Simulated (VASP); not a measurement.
A run of VASP 6.6.1 is set up as follows.

File INCAR:

```
ALGO = Normal
EDIFF = 1E-8
ENCUT = 520
ISIF = 2
ISMEAR = 0
LASPH = T
LCALCEPS = T
LCHARG = F
LMIXTAU = T
LREAL = F
LWAVE = F
METAGGA = R2SCAN
NELM = 60
PREC = Accurate
SIGMA = 0.01
```

File KPOINTS:

```
k-points
0
Gamma
  8 8 8
```

POSCAR

```
BP
1.0
    0.0000000000      2.2002661989      2.2002661989
    2.2002661989      0.0000000000      2.2002661989
    2.2002661989      2.2002661989      0.0000000000
B P
1 1
Direct
    0.0000000000      0.0000000000      0.0000000000
    0.2500000000      0.2500000000      0.2500000000
```

Potentials or basis: VASP PAW PBE potentials, release 64 (B, P).

Run with:

```bash
$ cat potpaw_PBE.64/B/POTCAR potpaw_PBE.64/P/POTCAR > POTCAR
$ mpirun -np 1 vasp_std > vasp.out
```

Question: Predict the electronic dielectric tensor (diagonal).

Answer: 8.61.

Question: Estimate the Born charges (mean of the diagonal).

Answer: B -0.75; P +0.75 e.

Question: Predict the band gap on the k mesh.

Answer: 1.35 eV, indirect (least direct gap 3.80 eV).

Dipole moments of the cell (e·Å, modulo the quantum): ionic 5.501, 5.501, 5.501; electronic 0.001, 0.001, 0.009

Caveat: the cell differs from its parent crystal (strain -3.0%). A k mesh can miss the band edges.
